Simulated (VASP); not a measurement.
## Si: single point with LDA

Crystal: Si.

```
Si
1.0
    -1.66020    1.66020    1.34396
     1.66020   -1.66020    1.34396
     1.66020    1.66020   -1.34396
Si
1
Direct
  0.00000 0.00000 0.00000
```

This cell differs from its parent crystal: strain +0.015 along x and y, +0.030 along z.

```
Program                : VASP 6.6.1
Task                   : single point
Functional             : LDA
Potentials or basis    : VASP PAW LDA potentials, release 64 (Si)
Cutoff                 : 520 eV
k mesh                 : 28 × 28 × 28
Occupations            : gaussian, width 0.15 eV
Spin                   : no spin polarisation
Dipole correction      : no
Further INCAR settings : ALGO = Normal; EDIFF = 1e-07; NBANDS = 8
```

* Pressure: -5.1 GPa
* Band gap on the k mesh: zero (band 2 reaches 19.18 eV, above the bottom of band 3 at 6.34 eV)

Stress tensor (GPa, compression positive):
```
-4.78  0.00  0.00
 0.00 -4.78  0.00
 0.00  0.00 -5.76
```

Levels at points of the mesh, in eV from the Fermi level:
```tsv
k point	band 1	band 2	band 3	band 4	band 5	band 6	band 7
(0.00, 0.00, 0.00)	-14.14	9.43	9.43	9.45	12.68	12.84	14.89
(0.50, 0.00, 0.00)	-6.06	-5.95	4.49	6.22	6.37	8.90	18.08
(0.50, 0.50, 0.00)	-8.33	-6.96	8.47	10.96	11.36	11.51	16.78
(0.50, 0.50, 0.50)	-2.27	-2.27	-1.75	1.47	4.00	6.40	24.33
```

Run time: 97 s on 1 thread of Intel Xeon 6975P-C, with other jobs on the host, peak memory 0.26 GiB.

Caveat: the cell differs from its parent crystal (strain +0.015 along x and y, +0.030 along z).
